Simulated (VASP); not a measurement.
The system is V.

```xyz
1
Lattice="-1.5343 1.5343 1.5343 1.5343 -1.5343 1.5343 1.5343 1.5343 -1.5343" Properties=species:S:1:pos:R:3 pbc="T T T"
V     0.0000    0.0000    0.0000
```

Program: VASP 6.6.1. Alike in all runs: task single point; spin collinear, ferromagnetic start; cell as given; k mesh 12 × 12 × 12; cutoff (eV) 520; smearing fermi-dirac 0.05 eV.

Task: Order these runs on this cell by their pressure, lowest first.
A. level PBEsol+D4; potentials or basis VASP PAW PBE potentials, release 64 (V_sv)
B. level PBE; potentials or basis VASP PAW PBE potentials, release 64 (V_sv)
C. level LDA; potentials or basis VASP PAW LDA potentials, release 64 (V_sv)
D. level r2SCAN; potentials or basis VASP PAW PBE potentials, release 64 (V_sv)

Result: C (-22.4 GPa), A (-19.1 GPa), D (-13.4 GPa), B (-11.0 GPa).

Caveats: the PAW data sets were made with another functional, which shifts forces and pressure a little (some runs); pairwise dispersion overbinds metals, which lowers pressure and volume (some runs).
